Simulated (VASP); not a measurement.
# BeS (F-43m) in VASP: further runs

The runs below take BeS through single point, with PBE.

All numbers are computed with VASP 6.6.1; they aren't measurements. Logs are shortened: lines on timing, memory, paths and dates and some standing lists are left out, and cuts for length are marked.

**1. The cell of the first run**

It takes space group F-43m (No. 216, cubic). Conventional cell: a = 4.751 Å, b = 4.751 Å, c = 4.751 Å, α = 90.00°, β = 90.00°, γ = 90.00°. Within 2.7 Å of S (site symmetry -43m) lie 4 Be at 2.06 Å. Within 2.7 Å of Be (site symmetry -43m) lie 4 S at 2.06 Å.

**2. Single point, PBE**

The input, INCAR:

```
SYSTEM = BeS
ALGO = Normal ; EDIFF = 1E-6
ENCUT = 520 ; GGA = PE
ISIF = 2 ; ISMEAR = -1
LASPH = .TRUE. ; LCHARG = .FALSE.
LREAL = .FALSE. ; LWAVE = .FALSE.
NBANDS = 11 ; NELM = 100
PREC = Accurate ; SIGMA = 0.05
```

The input, KPOINTS:

```
k-points
0
G
  9 9 9
  0 0 0
```

The input, POSCAR:

```
BeS
1.0
    0.0000000000      2.3754963136      2.3754963136
    2.3754963136      0.0000000000      2.3754963136
    2.3754963136      2.3754963136      0.0000000000
S Be
1 1
Direct
    0.7500000000      0.7500000000      0.7500000000
    0.0000000000      0.0000000000      0.0000000000
```

Potentials or basis: VASP PAW PBE potentials, release 64 (S, Be).

On the command line:

```console
> cat potpaw_PBE.64/S/POTCAR potpaw_PBE.64/Be/POTCAR > POTCAR
> mpirun -np 1 vasp_std > vasp.out
```

OUTCAR:

```text
SYSTEM = BeS
   EDIFF = 1E-6
   ENCUT = 520
   GGA = PE
   ISIF = 2
   ISMEAR = -1
   LASPH = .TRUE.
   LREAL = .FALSE.
   NELM = 100
   PREC = Accurate

 ion  position               nearest neighbor table
   1  0.750  0.750  0.750-   2 2.06   2 2.06   2 2.06   2 2.06
   2  0.000  0.000  0.000-   1 2.06   1 2.06   1 2.06   1 2.06

  LATTYP: Found a face centered cubic cell.
 ALAT       =     4.7509926272

  Lattice vectors:

 A1 = (   0.0000000000,   2.3754963136,   2.3754963136)
 A2 = (   2.3754963136,   0.0000000000,   2.3754963136)
 A3 = (   2.3754963136,   2.3754963136,   0.0000000000)

Analysis of symmetry for initial positions (statically):
=====================================================================
 Subroutine PRICEL returns:
 Original cell was already a primitive cell.

 Routine SETGRP: Setting up the symmetry group for a
 face centered cubic supercell.

 Subroutine GETGRP returns: Found 24 space group operations
 (whereof 24 operations were pure point group operations)
 out of a pool of 48 trial point group operations.

The static configuration has the point symmetry T_d .

Analysis of symmetry for dynamics (positions and initial velocities):
=====================================================================
 Subroutine PRICEL returns:
 Original cell was already a primitive cell.

 Routine SETGRP: Setting up the symmetry group for a
 face centered cubic supercell.

 Subroutine GETGRP returns: Found 24 space group operations
 (whereof 24 operations were pure point group operations)
 out of a pool of 48 trial point group operations.

The dynamic configuration has the point symmetry T_d .

 Subroutine INISYM returns: Found 24 space group operations
 (whereof 24 operations are pure point group operations),
 and found     1 'primitive' translations

----------------------------------------------------------------------------------------

                                     Primitive cell

  volume of cell :      26.8098

  direct lattice vectors                    reciprocal lattice vectors
     0.000000000  2.375496314  2.375496314    -0.210482330  0.210482330  0.210482330
     2.375496314  0.000000000  2.375496314     0.210482330 -0.210482330  0.210482330
     2.375496314  2.375496314  0.000000000     0.210482330  0.210482330 -0.210482330

  length of vectors
     3.359459104  3.359459104  3.359459104     0.364566090  0.364566090  0.364566090

  position of ions in fractional coordinates (direct lattice)
     0.750000000  0.750000000  0.750000000
     0.000000000  0.000000000  0.000000000

  ion indices of the primitive-cell ions
   primitive index   ion index
                 1           1
                 2           2

----------------------------------------------------------------------------------------

 KPOINTS: k-points

Automatic generation of k-mesh.
 Grid dimensions read from file:
 generate k-points for:    9    9    9

 Generating k-lattice:

  Cartesian coordinates                     Fractional coordinates (reciprocal lattice)
    -0.023386926  0.023386926  0.023386926     0.111111111  0.000000000  0.000000000
     0.023386926 -0.023386926  0.023386926     0.000000000  0.111111111  0.000000000
     0.023386926  0.023386926 -0.023386926     0.000000000  0.000000000  0.111111111

  Length of vectors
     0.040507343  0.040507343  0.040507343

  Shift w.r.t. Gamma in fractional coordinates (k-lattice)
     0.000000000  0.000000000  0.000000000

 Subroutine IBZKPT returns following result:
 ===========================================

 Found     35 irreducible k-points:

 Following reciprocal coordinates:
            Coordinates               Weight
  0.000000  0.000000  0.000000      1.000000
  0.111111  0.000000  0.000000      8.000000
  0.222222  0.000000  0.000000      8.000000
  0.333333  0.000000  0.000000      8.000000
  0.444444  0.000000  0.000000      8.000000
  0.111111  0.111111  0.000000      6.000000
[... 16 lines left out ...]
 -0.333333  0.333333  0.000000     12.000000
  0.444444  0.444444  0.000000      6.000000
 [... further k-points ...]
   k-points           NKPTS =     35   k-points in BZ     NKDIM =     35   number of bands    NBANDS=     11
   number of dos      NEDOS =    301   number of ions     NIONS =      2
   total plane-waves  NPLWV =  21952
   dimension x,y,z NGX =    28 NGY =   28 NGZ =   28
   dimension x,y,z NGXF=    56 NGYF=   56 NGZF=   56
   ions per type =               1   1
   NGX,Y,Z   is equivalent  to a cutoff of  13.86, 13.86, 13.86 a.u.
   NGXF,Y,Z  is equivalent  to a cutoff of  27.71, 27.71, 27.71 a.u.
 SYSTEM =  BeS
   PREC   = accura    normal or accurate (medium, high low for compatibility)
   ISTART =      0    job   : 0-new  1-cont  2-samecut
   ICHARG =      2    charge: 1-file 2-atom 10-const
   ISPIN  =      1    spin polarized calculation?
   LNONCOLLINEAR =      F non collinear calculations
   LSORBIT =      F    spin-orbit coupling
   LASPH  =      T    aspherical Exc in radial PAW
   ENCUT  =  520.0 eV  38.22 Ry    6.18 a.u.   6.25  6.25  6.25*2*pi/ulx,y,z
   NELM   =    100;   NELMIN=  2; NELMDL= -5     # of ELM steps
   EDIFF  = 0.1E-05   stopping-criterion for ELM
   LREAL  =      F    real-space projection
   EDIFFG = 0.1E-04   stopping-criterion for IOM
   NSW    =      0    number of steps for IOM
   IBRION =     -1    ionic relax: 0-MD 1-quasi-New 2-CG
   NFREE  =      0    steps in history (QN), initial steepest desc. (CG)
   ISIF   =      2    stress and relaxation
   ISYM   =      2    0-nonsym 1-usesym 2-fastsym
   POTIM  = 0.5000    time-step for ionic-motion
   TEBEG  =    0.0;   TEEND  =   0.0 temperature during run
   PSTRESS=    0.0 pullay stress
   NELECT =       8.0000    total number of electrons
   NUPDOWN=      -1.0000    fix difference up-down
   EMIN   =  10.00;   EMAX   =-10.00  energy-range for DOS
   EFERMI =   0.00;   METHOD = LEGACY
   ISMEAR =    -1;   SIGMA  =   0.05  broadening in eV -4-tet -1-fermi 0-gaus
   EFERMI_NEDOS =   21; number of points for ismear=-14 and -15
   IALGO  =     38    algorithm
   IMIX   =      4    mixing-type and parameters
     AMIX     =   0.40;   BMIX     =  1.00
     AMIX_MAG =   1.60;   BMIX_MAG =  1.00
  volume/ion in A,a.u.               =      13.40        90.46
  Fermi-wavevector in a.u.,A,eV,Ry     =   1.093974  2.067312 16.283178  1.196780
  Thomas-Fermi vector in A             =   2.230270
   LORBIT       =      0    0 simple, 1 ext, 2 COOP (PROOUT), +10 PAW based schemes
   GGA     = PE    functional components
   LHFCALC =     F    Hartree Fock is set to
   AEXX    =    0.0000 exact exchange contribution
   IVDW    =     0    specifies the selected vdW correction
   LEPSILON=     F    determine dielectric tensor
   LRPA    =     F    only Hartree local field effects (RPA)
 non-spin polarized calculation
  energy-cutoff  :      520.00
  volume of cell :       26.81
 maximum number of plane-waves:       745
 NGX is ok and might be reduce to    28
   NGX = 13   NGY = 13   NGZ = 13

 number of electron       8.0000001 magnetization

 Free energy of the ion-electron system (eV)
  ---------------------------------------------------
  ext. energy  EPLUGINS =         0.00000000
  ---------------------------------------------------
  free energy    TOTEN  =        -9.95927449 eV

  energy without entropy =       -9.95927449  energy(sigma->0) =       -9.95927449

 E-fermi :   5.7990     XC(G=0):  -9.9893

 val. band max:        4.8365692999   @ k =   0.0000   0.0000   0.0000
 cond. band min:       7.9000227159   @ k =   0.4444   0.4444   0.0000
 fundamental gap:      3.0634534160
 Fermi energy:         5.7990291271

 k-point     1 :       0.0000    0.0000    0.0000
  band No.  band energies     occupation
      1      -9.2891      2.00000
      2       4.8366      2.00000
      3       4.8366      2.00000
      4       4.8366      2.00000
      5      10.4716      0.00000
      6      10.4716      0.00000
      7      10.4716      0.00000
      8      11.2603      0.00000
      9      17.7689      0.00000
     10      17.7689      0.00000
     11      20.1915      0.00000

 k-point     2 :       0.1111    0.0000    0.0000
  band No.  band energies     occupation
      1      -9.1365      2.00000
      2       3.7879      2.00000
      3       4.6580      2.00000
      4       4.6580      2.00000
      5      10.5557      0.00000
      6      10.7865      0.00000
      7      10.7865      0.00000
      8      12.2423      0.00000
      9      17.1482      0.00000
     10      17.1482      0.00000
     11      19.9456      0.00000

 k-point     3 :       0.2222    0.0000    0.0000
  band No.  band energies     occupation
      1      -8.7048      2.00000
      2       1.8151      2.00000
      3       4.2794      2.00000
      4       4.2794      2.00000
      5      10.5750      0.00000
      6      11.3415      0.00000
      7      11.3415      0.00000
      8      14.1464      0.00000
      9      16.7246      0.00000
     10      16.7246      0.00000
     11      19.4886      0.00000

 k-point     4 :       0.3333    0.0000    0.0000
  band No.  band energies     occupation
      1      -8.0972      2.00000
      2      -0.0280      2.00000
      3       3.9326      2.00000
      4       3.9326      2.00000
      5      10.5605      0.00000
      6      11.5026      0.00000
      7      11.5026      0.00000
      8      15.6552      0.00000
      9      17.6236      0.00000
     10      17.6236      0.00000
     11      19.5323      0.00000
[... 239 lines left out ...]
 k-point    22 :      -0.4444    0.3333    0.0000
  band No.  band energies     occupation
      1      -6.9698      2.00000
      2      -0.2069      2.00000
      3       0.8801      2.00000
      4       2.4095      2.00000
      5       9.0417      0.00000
      6      11.9526      0.00000
      7      15.6275      0.00000
      8      16.0597      0.00000
      9      18.5063      0.00000
     10      19.3584      0.00000
     11      22.7571      0.00000

 k-point    23 :      -0.3333    0.3333    0.0000
  band No.  band energies     occupation
      1      -7.0214      2.00000
      2      -0.0704      2.00000
      3       0.4236      2.00000
      4       2.8004      2.00000
      5       9.6200      0.00000
      6      14.1157      0.00000
      7      14.6252      0.00000
      8      15.7241      0.00000
      9      16.4018      0.00000
     10      17.4588      0.00000
     11      23.7986      0.00000

 k-point    24 :       0.4444    0.4444    0.0000
  band No.  band energies     occupation
      1      -7.0089      2.00000
      2      -0.3428      2.00000
      3       2.0309      2.00000
      4       2.0309      2.00000
      5       7.9000      0.00000
      6       9.7620      0.00000
      7      17.6479      0.00000
      8      17.6479      0.00000
      9      20.7991      0.00000
     10      21.2734      0.00000
     11      22.6983      0.00000

 [... further k-points ...]

------------------------ aborting loop because EDIFF is reached ----------------------------------------

  FORCE on cell =-STRESS in cart. coord.  units (eV):
  Direction    XX          YY          ZZ          XY          YZ          ZX
  --------------------------------------------------------------------------------------
  -------------------------------------------------------------------------------------
  Total        1.4057724      1.4057724      1.4057724      0.0000000     -0.0000000      0.0000000
  in kB       84.0102988     84.0102988     84.0102988      0.0000000     -0.0000000      0.0000000
  external PRESSURE =      84.0102988 kB  Pullay stress =       0.0000000 kB

 VOLUME and BASIS-vectors are now :
 -----------------------------------------------------------------------------
  energy-cutoff  :      520.00
  volume of cell :       26.81
      direct lattice vectors                 reciprocal lattice vectors
     0.000000000  2.375496314  2.375496314    -0.210482330  0.210482330  0.210482330
     2.375496314  0.000000000  2.375496314     0.210482330 -0.210482330  0.210482330
     2.375496314  2.375496314  0.000000000     0.210482330  0.210482330 -0.210482330

 POSITION                                       TOTAL-FORCE (eV/Angst)
 -----------------------------------------------------------------------------------
      3.56324      3.56324      3.56324         0.000000     -0.000000      0.000000
      0.00000      0.00000      0.00000        -0.000000      0.000000     -0.000000
 -----------------------------------------------------------------------------------
    total drift:                                0.000000      0.000000      0.000000

  FREE ENERGIE OF THE ION-ELECTRON SYSTEM (eV)
  ---------------------------------------------------
  free  energy   TOTEN  =        -9.9592744890 eV

  energy  without entropy=       -9.9592744889  energy(sigma->0) =       -9.95927449
```

Wall time 16 s (1 thread of AMD EPYC 7R13, shared host); peak memory 0.12 GiB.

Results:

* Free energy: -9.9593 eV
* Pressure: 8.4 GPa
* Band gap on the k mesh: 3.06 eV, indirect (least direct gap 5.63 eV)

Levels at points of the mesh, in eV from the valence-band top:
```csv
k point,band 2,band 3,band 4,band 5,band 6,band 7
"(0.00, 0.00, 0.00)",0.00,0.00,0.00,5.64,5.64,5.64
```

**3. Single point, PBE**

This run uses another cell than the first one, of 13.98 Å³/atom, 1.043 times its volume.

The input, INCAR:

```
PREC = Accurate
ENCUT = 520
EDIFF = 1E-7
ISMEAR = -1
SIGMA = 0.05
LREAL = False
LASPH = True
NELM = 80
ALGO = Normal
ISIF = 2
LWAVE = False
LCHARG = False
GGA = PE
NBANDS = 11
```

The input, KPOINTS:

```
Automatic mesh
0
Gamma
  9 9 9
```

The input, POSCAR:

```
BeS
1.0
    0.0000000000      2.4087243418      2.4087243418
    2.4087243418      0.0000000000      2.4087243418
    2.4087243418      2.4087243418      0.0000000000
S Be
1 1
Direct
    0.7500000000      0.7500000000      0.7500000000
    0.0000000000      0.0000000000      0.0000000000
```

Potentials or basis: VASP PAW PBE potentials, release 64 (S, Be).

On the command line:

```console
> cat potpaw_PBE.64/S/POTCAR potpaw_PBE.64/Be/POTCAR > POTCAR
> mpirun -np 1 vasp_std > vasp.out
```

It took 20 s on 1 thread of AMD EPYC 7R13, shared host; peak memory 0.12 GiB.

Results (log left out):

| Item | Value |
| --- | --- |
| Free energy | -10.0018 eV |
| Pressure | 3.6 GPa |
| Band gap on the k mesh | 3.16 eV, indirect (least direct gap 5.66 eV) |

Levels at points of the mesh, in eV from the valence-band top:
| k point | band 2 | band 3 | band 4 | band 5 | band 6 | band 7 |
| --- | --- | --- | --- | --- | --- | --- |
| (0.00, 0.00, 0.00) | 0.00 | 0.00 | 0.00 | 5.66 | 5.66 | 5.66 |

A k mesh can miss the band edges.

**4. Single point, PBE**

This run uses another cell than the first one, of 14.55 Å³/atom, 1.085 times its volume.

The input, INCAR:

```
PREC = Accurate
ENCUT = 520
EDIFF = 1E-6
ISMEAR = -1
SIGMA = 0.05
LREAL = F
LASPH = T
NELM = 60
ALGO = Normal
ISIF = 2
LWAVE = F
LCHARG = T
GGA = PE
LELF = T
LVHAR = T
NBANDS = 11
```

The input, KPOINTS:

```
regular mesh
0
Gamma
  9 9 9
```

The input, POSCAR:

```
BeS
1.0
    0.0000000000      2.4410600707      2.4410600707
    2.4410600707      0.0000000000      2.4410600707
    2.4410600707      2.4410600707      0.0000000000
S Be
1 1
Direct
    0.7500000000      0.7500000000      0.7500000000
    0.0000000000      0.0000000000      0.0000000000
```

On the command line:

```console
> cat potpaw_PBE.64/S/POTCAR potpaw_PBE.64/Be/POTCAR > POTCAR
> mpirun -np 1 vasp_std > vasp.out
```

Wall time 20 s (1 thread of AMD EPYC 7R13, shared host); peak memory 0.12 GiB.

It converged, with:

| Item | Value |
| --- | --- |
| Free energy | -10.0134 eV |
| Pressure | -0.3 GPa |
| Band gap on the k mesh | 3.25 eV, indirect (least direct gap 5.68 eV) |

Levels at points of the mesh, in eV from the valence-band top:
| k point | band 1 | band 2 | band 3 | band 4 | band 5 | band 6 | band 7 | band 8 | band 9 |
| --- | --- | --- | --- | --- | --- | --- | --- | --- | --- |
| (0.00, 0.00, 0.00) | -13.56 | 0.00 | 0.00 | 0.00 | 5.68 | 5.68 | 5.68 | 5.72 | 12.77 |

A k mesh can miss the band edges. A hybrid or GW would open this gap; PBE tends to underestimate it.

(Part 1 of 2 ends here.)
